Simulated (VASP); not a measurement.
# MgB2 (P6/mmm) in VASP: further runs

Aim: see how the results for MgB2 move with the level of theory and the settings. Levels: RPBE+D4, revPBE, r2SCAN. Tasks: single point.

Program: VASP 6.6.1. These are calculated values, not measurements. Logs are shortened: lines on timing, memory, paths and dates and some standing lists are left out, and cuts for length are marked.

### 1 The cell of the first run

Symmetry: P6/mmm, No. 191, hexagonal system. Conventional cell: a = 3.088 Å, b = 3.088 Å, c = 3.486 Å, α = 90.00°, β = 90.00°, γ = 120.00°. Within 3.3 Å of Mg (site symmetry 6/mmm) lie 12 B at 2.49 Å and 6 Mg at 3.09 Å. B (site symmetry -6m2) has 3 B at 1.78 Å and 6 Mg at 2.49 Å within 2.5 Å.

### 2 Single point, RPBE+D4 (9.59 Å³/atom)

Input file INCAR:

```
SYSTEM = MgB2
PREC = Accurate
ENCUT = 520
EDIFF = 1E-6
ISMEAR = 0
SIGMA = 0.05
LREAL = .FALSE.
LASPH = .TRUE.
NELM = 60
ALGO = Normal
ISIF = 2
LWAVE = .FALSE.
LCHARG = .TRUE.
GGA = RP
IVDW = 13
LELF = .TRUE.
LVHAR = .TRUE.
NBANDS = 11
```

Input file KPOINTS:

```
regular mesh
0
G
  8 8 6
  0 0 0
```

Input file POSCAR:

```
MgB2
1.0
    3.0876054810      0.0000000000      0.0000000000
   -1.5438027405      2.6739447834      0.0000000000
    0.0000000000      0.0000000000      3.4861793706
Mg B
1 2
Direct
    0.0000000000      0.0000000000      0.0000000000
    0.3333333333      0.6666666667      0.5000000000
    0.6666666667      0.3333333333      0.5000000000
```

Potentials or basis: VASP PAW PBE potentials, release 64 (Mg, B).

Started as:

```
$ cat potpaw_PBE.64/Mg/POTCAR potpaw_PBE.64/B/POTCAR > POTCAR
$ mpirun -np 1 vasp_std > vasp.out
```

OUTCAR:

```text
SYSTEM = MgB2
   PREC = Accurate
   ENCUT = 520
   EDIFF = 1E-6
   ISMEAR = 0
   LREAL = .FALSE.
   LASPH = .TRUE.
   NELM = 60
   ISIF = 2
   GGA = RP
   IVDW = 13

 ion  position               nearest neighbor table
   1  0.000  0.000  0.000-   2 2.49   3 2.49   2 2.49   3 2.49   2 2.49   2 2.49   3 2.49   3 2.49
                             3 2.49   3 2.49   2 2.49   2 2.49
   2  0.333  0.667  0.500-   3 1.78   3 1.78   3 1.78   1 2.49   1 2.49   1 2.49   1 2.49   1 2.49
                             1 2.49
   3  0.667  0.333  0.500-   2 1.78   2 1.78   2 1.78   1 2.49   1 2.49   1 2.49   1 2.49   1 2.49
                             1 2.49

  LATTYP: Found a hexagonal cell.
 ALAT       =     3.0876054810
 C/A-ratio  =     1.1290883476

  Lattice vectors:

 A1 = (   3.0876054810,   0.0000000000,   0.0000000000)
 A2 = (  -1.5438027405,   2.6739447834,   0.0000000000)
 A3 = (   0.0000000000,   0.0000000000,   3.4861793706)

Analysis of symmetry for initial positions (statically):
=====================================================================
 Subroutine PRICEL returns:
 Original cell was already a primitive cell.

 Routine SETGRP: Setting up the symmetry group for a
 hexagonal supercell.

 Subroutine GETGRP returns: Found 24 space group operations
 (whereof 24 operations were pure point group operations)
 out of a pool of 24 trial point group operations.

The static configuration has the point symmetry D_6h.

Analysis of symmetry for dynamics (positions and initial velocities):
=====================================================================
 Subroutine PRICEL returns:
 Original cell was already a primitive cell.

 Routine SETGRP: Setting up the symmetry group for a
 hexagonal supercell.

 Subroutine GETGRP returns: Found 24 space group operations
 (whereof 24 operations were pure point group operations)
 out of a pool of 24 trial point group operations.

The dynamic configuration has the point symmetry D_6h.

 Subroutine INISYM returns: Found 24 space group operations
 (whereof 24 operations are pure point group operations),
 and found     1 'primitive' translations

----------------------------------------------------------------------------------------

                                     Primitive cell

  volume of cell :      28.7822

  direct lattice vectors                    reciprocal lattice vectors
     3.087605481  0.000000000  0.000000000     0.323875575  0.186989650  0.000000000
    -1.543802741  2.673944783  0.000000000     0.000000000  0.373979301  0.000000000
     0.000000000  0.000000000  3.486179371     0.000000000  0.000000000  0.286846973

  length of vectors
     3.087605481  3.087605481  3.486179371     0.373979301  0.373979301  0.286846973

  position of ions in fractional coordinates (direct lattice)
     0.000000000  0.000000000  0.000000000
     0.333333333  0.666666667  0.500000000
     0.666666667  0.333333333  0.500000000

  ion indices of the primitive-cell ions
   primitive index   ion index
                 1           1
                 2           2
                 3           3

----------------------------------------------------------------------------------------

 KPOINTS: regular mesh

Automatic generation of k-mesh.
 Grid dimensions read from file:
 generate k-points for:    8    8    6

 Generating k-lattice:

  Cartesian coordinates                     Fractional coordinates (reciprocal lattice)
     0.040484447  0.023373706  0.000000000     0.125000000  0.000000000  0.000000000
     0.000000000  0.046747413  0.000000000     0.000000000  0.125000000  0.000000000
     0.000000000  0.000000000  0.047807829     0.000000000  0.000000000  0.166666667

  Length of vectors
     0.046747413  0.046747413  0.047807829

  Shift w.r.t. Gamma in fractional coordinates (k-lattice)
     0.000000000  0.000000000  0.000000000

 Subroutine IBZKPT returns following result:
 ===========================================

 Found     40 irreducible k-points:

 Following reciprocal coordinates:
            Coordinates               Weight
  0.000000  0.000000  0.000000      1.000000
  0.125000  0.000000  0.000000      6.000000
  0.250000  0.000000  0.000000      6.000000
  0.375000 -0.000000  0.000000      6.000000
  0.500000  0.000000  0.000000      3.000000
  0.125000  0.125000  0.000000      6.000000
[... 16 lines left out ...]
  0.250000  0.000000  0.333333     12.000000
  0.375000 -0.000000  0.333333     12.000000
 [... further k-points ...]
   k-points           NKPTS =     40   k-points in BZ     NKDIM =     40   number of bands    NBANDS=     11
   number of dos      NEDOS =    301   number of ions     NIONS =      3
   total plane-waves  NPLWV =  16128
   dimension x,y,z NGX =    24 NGY =   24 NGZ =   28
   dimension x,y,z NGXF=    48 NGYF=   48 NGZF=   56
   ions per type =               1   2
   NGX,Y,Z   is equivalent  to a cutoff of  12.92, 12.92, 13.35 a.u.
   NGXF,Y,Z  is equivalent  to a cutoff of  25.84, 25.84, 26.70 a.u.
 SYSTEM =  MgB2
   PREC   = accura    normal or accurate (medium, high low for compatibility)
   ISTART =      0    job   : 0-new  1-cont  2-samecut
   ICHARG =      2    charge: 1-file 2-atom 10-const
   ISPIN  =      1    spin polarized calculation?
   LNONCOLLINEAR =      F non collinear calculations
   LSORBIT =      F    spin-orbit coupling
   LASPH  =      T    aspherical Exc in radial PAW
   ENCUT  =  520.0 eV  38.22 Ry    6.18 a.u.   5.74  5.74  6.48*2*pi/ulx,y,z
   NELM   =     60;   NELMIN=  2; NELMDL= -5     # of ELM steps
   EDIFF  = 0.1E-05   stopping-criterion for ELM
   LREAL  =      F    real-space projection
   EDIFFG = 0.1E-04   stopping-criterion for IOM
   NSW    =      0    number of steps for IOM
   IBRION =     -1    ionic relax: 0-MD 1-quasi-New 2-CG
   NFREE  =      0    steps in history (QN), initial steepest desc. (CG)
   ISIF   =      2    stress and relaxation
   ISYM   =      2    0-nonsym 1-usesym 2-fastsym
   POTIM  = 0.5000    time-step for ionic-motion
   TEBEG  =    0.0;   TEEND  =   0.0 temperature during run
   PSTRESS=    0.0 pullay stress
   NELECT =       8.0000    total number of electrons
   NUPDOWN=      -1.0000    fix difference up-down
   EMIN   =  10.00;   EMAX   =-10.00  energy-range for DOS
   EFERMI =   0.00;   METHOD = LEGACY
   ISMEAR =     0;   SIGMA  =   0.05  broadening in eV -4-tet -1-fermi 0-gaus
   EFERMI_NEDOS =   21; number of points for ismear=-14 and -15
   IALGO  =     38    algorithm
   IMIX   =      4    mixing-type and parameters
     AMIX     =   0.40;   BMIX     =  1.00
     AMIX_MAG =   1.60;   BMIX_MAG =  1.00
  volume/ion in A,a.u.               =       9.59        64.74
  Fermi-wavevector in a.u.,A,eV,Ry     =   1.068391  2.018966 15.530493  1.141459
  Thomas-Fermi vector in A             =   2.204038
   LORBIT       =      0    0 simple, 1 ext, 2 COOP (PROOUT), +10 PAW based schemes
   GGA     = RP    functional components
   LHFCALC =     F    Hartree Fock is set to
   AEXX    =    0.0000 exact exchange contribution
   IVDW    =    13    specifies the selected vdW correction
   LEPSILON=     F    determine dielectric tensor
   LRPA    =     F    only Hartree local field effects (RPA)
 non-spin polarized calculation
 Gauss-broadening in eV      SIGMA  =   0.05
  energy-cutoff  :      520.00
  volume of cell :       28.78
 maximum number of plane-waves:       788
 NGX is ok and might be reduce to    24
   NGX = 11   NGY = 11   NGZ = 13

 number of electron       8.0000000 magnetization

 Free energy of the ion-electron system (eV)
  ---------------------------------------------------
  ext. energy  EPLUGINS =         0.00000000
  ---------------------------------------------------
  free energy    TOTEN  =       -14.50127436 eV

  energy without entropy =      -14.49904585  energy(sigma->0) =      -14.50016010

 E-fermi :   5.4523     XC(G=0): -10.8671

 val. band max:        5.4483769208   @ k =   0.1250   0.0000   0.3333
 cond. band min:       5.4788070371   @ k =   0.3750   0.1250   0.3333
 fundamental gap:      0.0304301163
 Fermi energy:         5.4522715279

 k-point     1 :       0.0000    0.0000    0.0000
  band No.  band energies     occupation
      1      -7.0746      2.00000
      2       2.5953      2.00000
      3       5.7524      0.00000
      4       5.7524      0.00000
      5       7.3134      0.00000
      6      11.6641      0.00000
      7      11.6641      0.00000
      8      13.3678      0.00000
      9      15.4395      0.00000
     10      18.1165      0.00000
     11      21.7729      0.00000

 k-point     2 :       0.1250    0.0000    0.0000
  band No.  band energies     occupation
      1      -6.8038      2.00000
      2       2.8578      2.00000
      3       4.4696      2.00000
      4       5.1729      2.00000
      5       7.5504      0.00000
      6      11.4234      0.00000
      7      12.7920      0.00000
      8      14.0158      0.00000
      9      14.5069      0.00000
     10      19.3915      0.00000
     11      20.6700      0.00000

 k-point     3 :       0.2500    0.0000    0.0000
  band No.  band energies     occupation
      1      -5.9985      2.00000
      2       1.9742      2.00000
      3       3.6294      2.00000
      4       4.1852      2.00000
      5       8.2385      0.00000
      6      10.7316      0.00000
      7      12.3213      0.00000
      8      14.7785      0.00000
      9      15.3635      0.00000
     10      19.5785      0.00000
     11      19.7029      0.00000

 k-point     4 :       0.3750   -0.0000    0.0000
  band No.  band energies     occupation
      1      -4.6853      2.00000
      2      -0.5575      2.00000
      3       3.4670      2.00000
      4       4.8139      2.00000
      5       9.0268      0.00000
      6       9.9463      0.00000
      7      10.4821      0.00000
      8      13.8235      0.00000
      9      18.3126      0.00000
     10      18.5561      0.00000
     11      19.9639      0.00000

 k-point     5 :       0.5000    0.0000    0.0000
  band No.  band energies     occupation
      1      -3.2083      2.00000
      2      -2.4627      2.00000
      3       3.2142      2.00000
      4       5.7149      0.00000
      5       8.6034      0.00000
      6       9.2181      0.00000
      7      10.9636      0.00000
      8      12.7986      0.00000
      9      18.2372      0.00000
     10      19.3064      0.00000
     11      19.6404      0.00000
[... 211 lines left out ...]
 k-point    21 :       0.0000    0.0000    0.3333
  band No.  band energies     occupation
      1      -6.2178      2.00000
      2      -1.0144      2.00000
      3       6.0473      0.00000
      4       6.0473      0.00000
      5      11.9128      0.00000
      6      11.9128      0.00000
      7      13.1818      0.00000
      8      13.3387      0.00000
      9      15.2611      0.00000
     10      18.1213      0.00000
     11      18.1213      0.00000

 k-point    22 :       0.1250    0.0000    0.3333
  band No.  band energies     occupation
      1      -5.9604      2.00000
      2      -0.7207      2.00000
      3       4.8433      2.00000
      4       5.4484      1.08771
      5      11.6313      0.00000
      6      12.0966      0.00000
      7      13.0649      0.00000
      8      13.5293      0.00000
      9      15.6598      0.00000
     10      17.1817      0.00000
     11      17.8730      0.00000

 k-point    23 :       0.2500    0.0000    0.3333
  band No.  band energies     occupation
      1      -5.1939      2.00000
      2       0.1431      2.00000
      3       2.4628      2.00000
      4       4.4351      2.00000
      5       9.2055      0.00000
      6      11.2831      0.00000
      7      14.2220      0.00000
      8      15.6389      0.00000
      9      16.0627      0.00000
     10      16.5762      0.00000
     11      17.3016      0.00000

 k-point    24 :       0.3750   -0.0000    0.3333
  band No.  band energies     occupation
      1      -3.9406      2.00000
      2       0.0178      2.00000
      3       1.5077      2.00000
      4       3.7010      2.00000
      5       6.5444      0.00000
      6      10.8036      0.00000
      7      14.9550      0.00000
      8      15.2442      0.00000
      9      15.9316      0.00000
     10      18.6050      0.00000
     11      18.8782      0.00000

 [... further k-points ...]

------------------------ aborting loop because EDIFF is reached ----------------------------------------

  DFT-D4 for vdW energy calculation

  Edisp (eV):   -1.41913

  FORCE on cell =-STRESS in cart. coord.  units (eV):
  Direction    XX          YY          ZZ          XY          YZ          ZX
  --------------------------------------------------------------------------------------
  -------------------------------------------------------------------------------------
  Total      -1.04541    -1.04541    -1.06623     0.00000    -0.00000     0.00000
  in kB     -58.19333   -58.19333   -59.35210     0.00000    -0.00000     0.00000
  external pressure =      -58.58 kB  Pullay stress =        0.00 kB

 VOLUME and BASIS-vectors are now :
 -----------------------------------------------------------------------------
  energy-cutoff  :      520.00
  volume of cell :       28.78
      direct lattice vectors                 reciprocal lattice vectors
     3.087605481  0.000000000  0.000000000     0.323875575  0.186989650  0.000000000
    -1.543802741  2.673944783  0.000000000     0.000000000  0.373979301  0.000000000
     0.000000000  0.000000000  3.486179371     0.000000000  0.000000000  0.286846973

 POSITION                                       TOTAL-FORCE (eV/Angst)
 -----------------------------------------------------------------------------------
      0.00000      0.00000      0.00000        -0.000000      0.000000      0.000000
     -0.00000      1.78263      1.74309        -0.000000     -0.000000      0.000000
      1.54380      0.89131      1.74309         0.000000      0.000000      0.000000
 -----------------------------------------------------------------------------------
    total drift:                                0.000000     -0.000000      0.000000

  FREE ENERGIE OF THE ION-ELECTRON SYSTEM (eV)
  ---------------------------------------------------
  free  energy   TOTEN  =       -15.9204083869 eV

  energy  without entropy=      -15.9181798822  energy(sigma->0) =      -15.91929413
```

Run time: 12 s. Hardware: 1 thread of Intel Xeon Platinum 8375C at 2.90GHz (Ice Lake), shared host; peak memory 0.15 GiB.

What came out:

```
Free energy                : -15.9204 eV
Pressure                   : -5.9 GPa
Band gap on the k mesh     : zero (bands 4 and 5 overlap by 2.65 eV)
Dispersion energy per atom : -0.473 eV
```

Caveat: the cell stands under tension; the PAW data sets were made with another functional, which shifts forces and pressure a little.

### 3 Single point, revPBE (10.17 Å³/atom)

This run uses another cell than the first one, of 10.17 Å³/atom.

Input file INCAR:

```
SYSTEM = MgB2
ALGO     = Normal         ! electronic algorithm
EDIFF    = 1E-6           ! SCF threshold, eV
ENCUT    = 520            ! plane-wave cutoff, eV
GGA      = RE             ! functional
ISIF     = 2              ! what is computed and relaxed
ISMEAR   = 0              ! smearing method
LASPH    = .TRUE.         ! aspherical terms in the spheres
LCHARG   = .FALSE.        ! write CHGCAR
LREAL    = .FALSE.        ! projectors in reciprocal space
LWAVE    = .FALSE.        ! write WAVECAR
NBANDS   = 11             ! bands
NELM     = 80             ! most SCF steps
PREC     = Accurate       ! precision mode
SIGMA    = 0.05           ! smearing width, eV
```

Input file KPOINTS:

```
k-points
0
G
  8 8 6
  0 0 0
```

Input file POSCAR:

```
MgB2
1.0
    3.1277884059      0.0000000000      0.0000000000
   -1.5638942029      2.7087442171      0.0000000000
    0.0000000000      0.0000000000      3.6015955523
Mg B
1 2
Direct
    0.0000000000      0.0000000000      0.0000000000
    0.3333333333      0.6666666667      0.5000000000
    0.6666666667      0.3333333333      0.5000000000
```

Potentials or basis: VASP PAW PBE potentials, release 64 (Mg, B).

Started as:

```
$ cat potpaw_PBE.64/Mg/POTCAR potpaw_PBE.64/B/POTCAR > POTCAR
$ mpirun -np 1 vasp_std > vasp.out
```

Wall time 9.1 s (1 thread of Intel Xeon Platinum 8375C at 2.90GHz (Ice Lake), shared host); peak memory 0.14 GiB.

It converged, with:

| Item | Value |
| --- | --- |
| Free energy | -14.6503 eV |
| Pressure | -5.2 GPa |
| Band gap on the k mesh | zero (bands 4 and 5 overlap by 2.41 eV) |

Stress tensor (GPa, compression positive):
```
-5.20  0.00  0.00
 0.00 -5.20  0.00
 0.00  0.00 -5.33
```

Levels at points of the mesh, in eV from the Fermi level:
```csv
k point,band 2,band 3,band 4,band 5,band 6,band 7
"(0.00, 0.00, 0.00)",-2.94,0.35,0.35,1.39,6.15,6.15
"(0.50, 0.00, 0.00)",-7.65,-2.11,0.16,2.91,3.76,4.97
"(0.00, 0.00, 0.50)",-7.22,0.69,0.69,6.49,6.49,7.74
"(0.50, 0.00, 0.50)",-6.81,-3.46,-1.83,-1.26,5.38,8.43
```

Caveat: the cell stands under tension; the PAW data sets were made with another functional, which shifts forces and pressure a little.

### 4 Single point, r2SCAN (9.15 Å³/atom)

This run uses another cell than the first one, of 9.15 Å³/atom.

Input file POSCAR:

```
MgB2
1.0
    3.0453283109      0.0000000000      0.0000000000
   -1.5226641555      2.6373316801      0.0000000000
    0.0000000000      0.0000000000      3.4192190189
Mg B
1 2
Direct
    0.0000000000      0.0000000000      0.0000000000
    0.3333333333      0.6666666667      0.5000000000
    0.6666666667      0.3333333333      0.5000000000
```

Input file INCAR.step1:

```
PREC = Accurate ; ENCUT = 520
ISMEAR = 0 ; SIGMA = 0.05
LREAL = F ; LASPH = T
NELM = 100 ; NBANDS = 11
GGA = PE ; ALGO = Normal
EDIFF = 1E-4 ; LWAVE = T
LCHARG = F
```

Input file INCAR.step2:

```
PREC = Accurate ; ENCUT = 520
EDIFF = 1E-6 ; ISMEAR = 0
SIGMA = 0.05 ; LREAL = F
LASPH = T ; NELM = 100
ALGO = Normal ; ISIF = 2
LWAVE = F ; LCHARG = F
METAGGA = R2SCAN ; LMIXTAU = T
NBANDS = 11 ; ISTART = 1
```

Input file KPOINTS:

```
regular mesh
0
Gamma
  8 8 6
```

Started as:

```
$ cat potpaw_PBE.64/Mg/POTCAR potpaw_PBE.64/B/POTCAR > POTCAR
$ cp INCAR.step1 INCAR
$ mpirun -np 1 vasp_std > vasp.out
$ cp INCAR.step2 INCAR
$ mpirun -np 1 vasp_std > vasp.out
```

It took 27 s on 1 thread of Intel Xeon Platinum 8375C at 2.90GHz (Ice Lake), shared host; peak memory 0.15 GiB.

It converged, with:

* Free energy: -19.3755 eV
* Pressure: 6.0 GPa
* Band gap on the k mesh: zero (bands 4 and 5 overlap by 2.89 eV)

Stress tensor (GPa, compression positive):
```
6.15 0.00 0.00
0.00 6.15 0.00
0.00 0.00 5.81
```

Levels at points of the mesh, in eV from the Fermi level:
```
           k point  band 1  band 2  band 3  band 4  band 5  band 6  band 7  band 8  band 9
(0.00, 0.00, 0.00)  -13.60   -3.09    0.29    0.29    2.33    6.64    6.64    8.76   11.17
(0.50, 0.00, 0.00)   -9.45   -8.59   -2.50    0.26    3.49    4.08    6.23    8.53   14.20
(0.00, 0.00, 0.50)  -12.18   -8.03    0.76    0.76    6.96    6.96    8.67   10.97   11.88
(0.50, 0.00, 0.50)   -8.33   -7.58   -3.97   -2.16   -1.35    6.24    9.71   10.06   15.20
```

Caveat: the cell stands under pressure; the PAW data sets were made with another functional, which shifts forces and pressure a little.

### 5 The runs side by side

| level | cell | gap on the mesh (eV) | pressure (GPa) |
| --- | --- | --- | --- |
| RPBE+D4 | a = 3.088, b = 3.088, c = 3.486 Å, angles 90.0, 90.0, 120.0°, 3 atoms | none | -5.9 |
| revPBE | a = 3.128, b = 3.128, c = 3.602 Å, angles 90.0, 90.0, 120.0°, 3 atoms | none | -5.2 |
| r2SCAN | a = 3.045, b = 3.045, c = 3.419 Å, angles 90.0, 90.0, 120.0°, 3 atoms | none | 6.0 |

Alike in all rows: task single point; potentials or basis VASP PAW PBE potentials, release 64 (Mg, B); no spin polarisation; k mesh 8 × 8 × 6; cutoff (eV) 520; smearing gaussian 0.05 eV.

Caveats: the PAW data sets were made with another functional, which shifts forces and pressure a little; the cell stands under tension (at least some runs); the cell stands under pressure (at least some runs).

Total energies depend on the potentials used, so only differences within one code and one set of settings carry meaning.
